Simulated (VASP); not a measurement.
# InAs (P-6m2) in VASP: notebook

Runs on InAs. Level: PBE. Tasks: single point, relaxation of cell and atoms.

All numbers are computed with VASP 6.6.1; they aren't measurements. Logs are shortened: lines on timing, memory, paths and dates and some standing lists are left out, and cuts for length are marked.

## 1. The cell of the first run

It takes space group P-6m2 (No. 187, hexagonal). The conventional cell has a = 4.015 Å, b = 4.015 Å, c = 3.544 Å, α = 90.00°, β = 90.00°, γ = 120.00°. Within 3.8 Å of In (site symmetry -6m2) lie 6 As at 2.92 Å and 2 In at 3.54 Å. As (site symmetry -6m2) has 6 In at 2.92 Å and 2 As at 3.54 Å within 3.8 Å.

## 2. Single point, PBE

INCAR

```
PREC = Accurate
ENCUT = 520
EDIFF = 1E-7
ISMEAR = 0
SIGMA = 0.1
LREAL = False
LASPH = True
NELM = 80
ALGO = Normal
ISIF = 2
LWAVE = False
LCHARG = False
GGA = PE
NBANDS = 16
```

KPOINTS

```
Automatic mesh
0
Gamma
  18 18 16
```

POSCAR

```
InAs
1.0
    4.0154925641      0.0000000000      0.0000000000
   -2.0077462820      3.4775185692      0.0000000000
    0.0000000000      0.0000000000      3.5441815839
In As
1 1
Direct
    0.0000000000      0.0000000000      0.0000000000
    0.6666666667      0.3333333333      0.5000000000
```

Potentials or basis: VASP PAW PBE potentials, release 64 (In_d, As).

Launch:

```
$ cat potpaw_PBE.64/In_d/POTCAR potpaw_PBE.64/As/POTCAR > POTCAR
$ mpirun -np 1 vasp_std > vasp.out
```

OUTCAR:

```text
PREC = Accurate
   ENCUT = 520
   EDIFF = 1E-7
   ISMEAR = 0
   LREAL = False
   LASPH = True
   NELM = 80
   ISIF = 2
   GGA = PE

 ion  position               nearest neighbor table
   1  0.000  0.000  0.000-   2 2.92   2 2.92   2 2.92   2 2.92   2 2.92   2 2.92
   2  0.667  0.333  0.500-   1 2.92   1 2.92   1 2.92   1 2.92   1 2.92   1 2.92

  LATTYP: Found a hexagonal cell.
 ALAT       =     4.0154925641
 C/A-ratio  =     0.8826268577

  Lattice vectors:

 A1 = (   4.0154925641,   0.0000000000,   0.0000000000)
 A2 = (  -2.0077462820,   3.4775185692,   0.0000000000)
 A3 = (   0.0000000000,   0.0000000000,   3.5441815839)

Analysis of symmetry for initial positions (statically):
=====================================================================
 Subroutine PRICEL returns:
 Original cell was already a primitive cell.

 Routine SETGRP: Setting up the symmetry group for a
 hexagonal supercell.

 Subroutine GETGRP returns: Found 12 space group operations
 (whereof 12 operations were pure point group operations)
 out of a pool of 24 trial point group operations.

The static configuration has the point symmetry D_3h.

Analysis of symmetry for dynamics (positions and initial velocities):
=====================================================================
 Subroutine PRICEL returns:
 Original cell was already a primitive cell.

 Routine SETGRP: Setting up the symmetry group for a
 hexagonal supercell.

 Subroutine GETGRP returns: Found 12 space group operations
 (whereof 12 operations were pure point group operations)
 out of a pool of 24 trial point group operations.

The dynamic configuration has the point symmetry D_3h.

 Subroutine INISYM returns: Found 12 space group operations
 (whereof 12 operations are pure point group operations),
 and found     1 'primitive' translations

----------------------------------------------------------------------------------------

                                     Primitive cell

  volume of cell :      49.4908

  direct lattice vectors                    reciprocal lattice vectors
     4.015492564  0.000000000  0.000000000     0.249035451  0.143780684  0.000000000
    -2.007746282  3.477518569  0.000000000     0.000000000  0.287561369  0.000000000
     0.000000000  0.000000000  3.544181584     0.000000000  0.000000000  0.282152586

  length of vectors
     4.015492564  4.015492564  3.544181584     0.287561369  0.287561369  0.282152586

  position of ions in fractional coordinates (direct lattice)
     0.000000000  0.000000000  0.000000000
     0.666666667  0.333333333  0.500000000

  ion indices of the primitive-cell ions
   primitive index   ion index
                 1           1
                 2           2

----------------------------------------------------------------------------------------

 KPOINTS: Automatic mesh

Automatic generation of k-mesh.
 Grid dimensions read from file:
 generate k-points for:   18   18   16

 Generating k-lattice:

  Cartesian coordinates                     Fractional coordinates (reciprocal lattice)
     0.013835303  0.007987816  0.000000000     0.055555556 -0.000000000  0.000000000
     0.000000000  0.015975632  0.000000000     0.000000000  0.055555556  0.000000000
     0.000000000  0.000000000  0.017634537     0.000000000  0.000000000  0.062500000

  Length of vectors
     0.015975632  0.015975632  0.017634537

  Shift w.r.t. Gamma in fractional coordinates (k-lattice)
     0.000000000  0.000000000  0.000000000

 Subroutine IBZKPT returns following result:
 ===========================================

 Found    333 irreducible k-points:

 Following reciprocal coordinates:
            Coordinates               Weight
  0.000000  0.000000  0.000000      1.000000
  0.055556 -0.000000  0.000000      6.000000
  0.111111 -0.000000  0.000000      6.000000
  0.166667 -0.000000  0.000000      6.000000
  0.222222 -0.000000  0.000000      6.000000
  0.277778 -0.000000  0.000000      6.000000
[... 16 lines left out ...]
  0.333333  0.111111  0.000000     12.000000
  0.388889  0.111111  0.000000     12.000000
 [... further k-points ...]
   k-points           NKPTS =    333   k-points in BZ     NKDIM =    333   number of bands    NBANDS=     16
   number of dos      NEDOS =    301   number of ions     NIONS =      2
   total plane-waves  NPLWV =  25200
   dimension x,y,z NGX =    30 NGY =   30 NGZ =   28
   dimension x,y,z NGXF=    60 NGYF=   60 NGZF=   56
   ions per type =               1   1
   NGX,Y,Z   is equivalent  to a cutoff of  12.42, 12.42, 13.13 a.u.
   NGXF,Y,Z  is equivalent  to a cutoff of  24.84, 24.84, 26.27 a.u.
 SYSTEM =  unknown system
   PREC   = accura    normal or accurate (medium, high low for compatibility)
   ISTART =      0    job   : 0-new  1-cont  2-samecut
   ICHARG =      2    charge: 1-file 2-atom 10-const
   ISPIN  =      1    spin polarized calculation?
   LNONCOLLINEAR =      F non collinear calculations
   LSORBIT =      F    spin-orbit coupling
   LASPH  =      T    aspherical Exc in radial PAW
   ENCUT  =  520.0 eV  38.22 Ry    6.18 a.u.   7.47  7.47  6.59*2*pi/ulx,y,z
   NELM   =     80;   NELMIN=  2; NELMDL= -5     # of ELM steps
   EDIFF  = 0.1E-06   stopping-criterion for ELM
   LREAL  =      F    real-space projection
   EDIFFG = 0.1E-05   stopping-criterion for IOM
   NSW    =      0    number of steps for IOM
   IBRION =     -1    ionic relax: 0-MD 1-quasi-New 2-CG
   NFREE  =      0    steps in history (QN), initial steepest desc. (CG)
   ISIF   =      2    stress and relaxation
   ISYM   =      2    0-nonsym 1-usesym 2-fastsym
   POTIM  = 0.5000    time-step for ionic-motion
   TEBEG  =    0.0;   TEEND  =   0.0 temperature during run
   PSTRESS=    0.0 pullay stress
   NELECT =      18.0000    total number of electrons
   NUPDOWN=      -1.0000    fix difference up-down
   EMIN   =  10.00;   EMAX   =-10.00  energy-range for DOS
   EFERMI =   0.00;   METHOD = LEGACY
   ISMEAR =     0;   SIGMA  =   0.10  broadening in eV -4-tet -1-fermi 0-gaus
   EFERMI_NEDOS =   21; number of points for ismear=-14 and -15
   IALGO  =     38    algorithm
   IMIX   =      4    mixing-type and parameters
     AMIX     =   0.40;   BMIX     =  1.00
     AMIX_MAG =   1.60;   BMIX_MAG =  1.00
  volume/ion in A,a.u.               =      24.75       166.99
  Fermi-wavevector in a.u.,A,eV,Ry     =   1.168578  2.208292 18.579759  1.365574
  Thomas-Fermi vector in A             =   2.305062
   LORBIT       =      0    0 simple, 1 ext, 2 COOP (PROOUT), +10 PAW based schemes
   GGA     = PE    functional components
   LHFCALC =     F    Hartree Fock is set to
   AEXX    =    0.0000 exact exchange contribution
   IVDW    =     0    specifies the selected vdW correction
   LEPSILON=     F    determine dielectric tensor
   LRPA    =     F    only Hartree local field effects (RPA)
 non-spin polarized calculation
 Gauss-broadening in eV      SIGMA  =   0.10
  energy-cutoff  :      520.00
  volume of cell :       49.49
 maximum number of plane-waves:      1356
 NGX is ok and might be reduce to    30
   NGX = 15   NGY = 15   NGZ = 13

 number of electron      18.0000001 magnetization

 Free energy of the ion-electron system (eV)
  ---------------------------------------------------
  ext. energy  EPLUGINS =         0.00000000
  ---------------------------------------------------
  free energy    TOTEN  =        -7.10286949 eV

  energy without entropy =       -7.09766159  energy(sigma->0) =       -7.10026554

 E-fermi :   5.6684     XC(G=0):  -9.8953

 val. band max:        5.6635800245   @ k =   0.2222   0.1111   0.5000
 cond. band min:       5.6700066133   @ k =   0.3333   0.3333   0.1250
 fundamental gap:      0.0064265888
 Fermi energy:         5.6683909320

 k-point     1 :       0.0000    0.0000    0.0000
  band No.  band energies     occupation
      1      -8.7586      2.00000
      2      -8.6867      2.00000
      3      -8.6867      2.00000
      4      -8.6002      2.00000
      5      -8.6002      2.00000
      6      -6.4516      2.00000
[... 8 lines left out ...]
     15      15.7949      0.00000
     16      18.8616      0.00000

 k-point     2 :       0.0556   -0.0000    0.0000
  band No.  band energies     occupation
      1      -8.7576      2.00000
      2      -8.6890      2.00000
      3      -8.6844      2.00000
      4      -8.6015      2.00000
      5      -8.6004      2.00000
      6      -6.4208      2.00000
[... 8 lines left out ...]
     15      15.5808      0.00000
     16      18.6181      0.00000

 k-point     3 :       0.1111   -0.0000    0.0000
  band No.  band energies     occupation
      1      -8.7550      2.00000
      2      -8.6954      2.00000
      3      -8.6775      2.00000
      4      -8.6052      2.00000
      5      -8.6011      2.00000
      6      -6.3294      2.00000
[... 8 lines left out ...]
     15      15.0629      0.00000
     16      18.0400      0.00000

 k-point     4 :       0.1667   -0.0000    0.0000
  band No.  band energies     occupation
      1      -8.7512      2.00000
      2      -8.7047      2.00000
      3      -8.6670      2.00000
      4      -8.6109      2.00000
      5      -8.6021      2.00000
      6      -6.1813      2.00000
[... 8 lines left out ...]
     15      15.2200      0.00000
     16      17.4934      0.00000
[... 324 lines left out ...]
 k-point    22 :       0.2778    0.1111    0.0000
  band No.  band energies     occupation
      1      -8.7450      2.00000
      2      -8.7256      2.00000
      3      -8.6322      2.00000
      4      -8.6299      2.00000
      5      -8.6080      2.00000
      6      -5.4258      2.00000
[... 8 lines left out ...]
     15      15.7589      0.00000
     16      17.3412      0.00000

 k-point    23 :       0.3333    0.1111    0.0000
  band No.  band energies     occupation
      1      -8.7507      2.00000
      2      -8.7229      2.00000
      3      -8.6371      2.00000
      4      -8.6212      2.00000
      5      -8.6093      2.00000
      6      -5.1940      2.00000
[... 8 lines left out ...]
     15      15.8924      0.00000
     16      17.1074      0.00000

 k-point    24 :       0.3889    0.1111    0.0000
  band No.  band energies     occupation
      1      -8.7551      2.00000
      2      -8.7204      2.00000
      3      -8.6403      2.00000
      4      -8.6155      2.00000
      5      -8.6102      2.00000
      6      -5.0213      2.00000
[... 8 lines left out ...]
     15      16.2284      0.00000
     16      16.9636      0.00000

 [... further k-points ...]

------------------------ aborting loop because EDIFF is reached ----------------------------------------

  FORCE on cell =-STRESS in cart. coord.  units (eV):
  Direction    XX          YY          ZZ          XY          YZ          ZX
  --------------------------------------------------------------------------------------
  -------------------------------------------------------------------------------------
  Total        0.0076127      0.0076127      0.0094850      0.0000000     -0.0000000     -0.0000000
  in kB        0.2464477      0.2464477      0.3070603      0.0000000     -0.0000000     -0.0000000
  external PRESSURE =       0.2666519 kB  Pullay stress =       0.0000000 kB

 VOLUME and BASIS-vectors are now :
 -----------------------------------------------------------------------------
  energy-cutoff  :      520.00
  volume of cell :       49.49
      direct lattice vectors                 reciprocal lattice vectors
     4.015492564  0.000000000  0.000000000     0.249035451  0.143780684  0.000000000
    -2.007746282  3.477518569  0.000000000     0.000000000  0.287561369  0.000000000
     0.000000000  0.000000000  3.544181584     0.000000000  0.000000000  0.282152586

 POSITION                                       TOTAL-FORCE (eV/Angst)
 -----------------------------------------------------------------------------------
      0.00000      0.00000      0.00000        -0.000000      0.000000      0.000000
      2.00775      1.15917      1.77209         0.000000     -0.000000      0.000000
 -----------------------------------------------------------------------------------
    total drift:                                0.000000     -0.000000      0.000000

  FREE ENERGIE OF THE ION-ELECTRON SYSTEM (eV)
  ---------------------------------------------------
  free  energy   TOTEN  =        -7.1028694889 eV

  energy  without entropy=       -7.0976615940  energy(sigma->0) =       -7.10026554
```

Wall time 5.4 min (1 thread of Intel Xeon 8259CL, shared host); peak memory 0.39 GiB.

Results:

* Free energy: -7.1029 eV
* Pressure: 0.0 GPa
* Band gap on the k mesh: zero (bands 9 and 10 overlap by 3.02 eV)

Caveat: spin-orbit coupling is left out, which moves the levels of the heavy elements.

## 3. Relaxation of cell and atoms, PBE

INCAR

```
PREC     = Accurate       # precision mode
ENCUT    = 600            # plane-wave cutoff, eV
EDIFF    = 1E-6           # SCF threshold, eV
ISMEAR   = 0              # smearing method
SIGMA    = 0.1            # smearing width, eV
LREAL    = F              # projectors in reciprocal space
LASPH    = T              # aspherical terms in the spheres
NELM     = 60             # most SCF steps
ALGO     = Normal         # electronic algorithm
ISIF     = 3              # what is computed and relaxed
LWAVE    = F              # write WAVECAR
LCHARG   = F              # write CHGCAR
GGA      = PE             # functional
IBRION   = 2              # ionic algorithm
NSW      = 100            # ionic steps
EDIFFG   = -0.01          # ionic threshold
```

KPOINTS

```
regular mesh
0
Gamma
  18 18 16
```

POSCAR

```
InAs
1.0
    4.0130184962      0.0000000000      0.0000000000
   -2.0065092481      3.4753759635      0.0000000000
    0.0000000000      0.0000000000      3.5428794015
In As
1 1
Direct
    0.0000000000      0.0000000000      0.0000000000
    0.6666666667      0.3333333333      0.5000000000
```

Potentials or basis: VASP PAW PBE potentials, release 64 (In_d, As).

Launch:

```
$ cat potpaw_PBE.64/In_d/POTCAR potpaw_PBE.64/As/POTCAR > POTCAR
$ mpirun -np 1 vasp_std > vasp.out
```

Wall time 4 min (1 thread of Intel Xeon 8259CL, shared host); peak memory 0.43 GiB.

The run converged. Its results:

- Free energy: -7.1029 eV
- Relaxed volume: 24.78 Å³/atom
- Relaxed cell: a = 4.017 Å, b = 4.017 Å, c = 3.547 Å, α = 90.00°, β = 90.00°, γ = 120.00°
- Space group after relaxing (to 0.1 Å): P-6m2 (No. 187)
- Energy gained by relaxing: 0.0 meV/atom
- Ionic steps: 2
- Pressure after relaxing: 0.0 GPa
- Band gap on the k mesh: zero (bands 9 and 10 overlap by 3.01 eV)

Final structure:
```yaml
crystal:
  lattice:
    - [4.01666, 0.00000, 0.00000]
    - [-2.00833, 3.47853, 0.00000]
    - [0.00000, 0.00000, 3.54685]
  atoms:
    - { symbol: In, position: [0.00000, 0.00000, 0.00000] }
    - { symbol: As, position: [0.66667, 0.33333, 0.50000] }
```

Levels at points of the mesh, in eV from the Fermi level:
| k point | band 7 | band 8 | band 9 | band 10 | band 11 | band 12 |
| --- | --- | --- | --- | --- | --- | --- |
| (0.00, 0.00, 0.00) | -1.53 | -0.42 | -0.42 | -0.34 | 4.39 | 4.39 |
| (0.50, 0.00, 0.00) | -6.44 | -1.95 | 0.53 | 1.05 | 5.23 | 5.99 |
| (0.00, 0.00, 0.50) | -6.83 | 0.71 | 0.71 | 2.76 | 3.80 | 5.32 |
| (0.50, 0.00, 0.50) | -4.53 | -3.65 | -2.65 | 0.08 | 3.21 | 3.76 |

Caveat: spin-orbit coupling is left out, which moves the levels of the heavy elements.
